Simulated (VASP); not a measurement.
**MgCd3O: single point with PBE**

MgCd3O:

```
Mg Cd O
1.0
     4.10099    0.00000    0.00000
     0.00000    4.10099    0.00000
     0.00000    0.00000    7.60692
Mg Cd O
1 3 1
Direct
  0.50000 0.50000 0.62274
  0.50000 0.00000 0.90901
  0.00000 0.50000 0.90901
  0.50000 0.50000 0.25627
  0.00000 0.00000 0.06972
```

The cell was built from a structure type or drawn by symmetry, and may not be a known phase.

* Program: VASP 6.6.1
* Task: single point
* Functional: PBE
* Potentials or basis: VASP PAW PBE potentials, release 64 (Mg, Cd, O)
* Cutoff: 600 eV
* k mesh: 10 × 10 × 6
* Occupations: gaussian, width 0.1 eV
* Spin: no spin polarisation
* Dipole correction: no
* Further INCAR settings: ALGO = Normal; EDIFF = 1e-06; NBANDS = 30

* Pressure: 0.2 GPa
* Largest force: 0.080 eV/Å
* Band gap on the k mesh: zero (bands 22 and 23 overlap by 1.53 eV)

Forces on the atoms (eV/Å):
```
Mg   0.000  0.000 -0.003
Cd   0.000  0.000 -0.046
Cd   0.000  0.000 -0.046
Cd   0.000  0.000  0.014
O    0.000  0.000  0.080
```

Stress tensor (GPa, compression positive):
```
0.21 0.00 0.00
0.00 0.21 0.00
0.00 0.00 0.05
```

Levels at points of the mesh, in eV from the Fermi level:
```tsv
k point	band 18	band 19	band 20	band 21	band 22	band 23	band 24	band 25	band 26	band 27
(0.00, 0.00, 0.00)	-3.71	-2.75	-2.75	-2.19	-0.94	3.08	3.08	3.38	5.04	5.67
(0.50, 0.00, 0.00)	-3.89	-2.33	-2.31	-1.98	-1.50	0.71	1.52	1.92	4.20	6.22
(0.50, 0.50, 0.00)	-3.95	-3.02	-2.96	-0.63	-0.52	-0.52	1.23	2.08	2.24	2.24
(0.00, 0.00, 0.50)	-4.13	-2.74	-2.74	-1.89	0.27	1.92	3.15	3.15	3.42	5.18
(0.50, 0.00, 0.50)	-3.91	-3.20	-2.33	-1.15	-1.07	0.09	2.06	2.73	4.54	4.64
(0.50, 0.50, 0.50)	-3.93	-2.97	-2.79	-1.53	-0.68	-0.68	2.16	2.16	2.26	3.36
```

Wall time 5 min on 1 thread of Intel(R) Xeon(R) Platinum 8488C (Sapphire Rapids), on a shared host, peak memory 0.51 GiB.
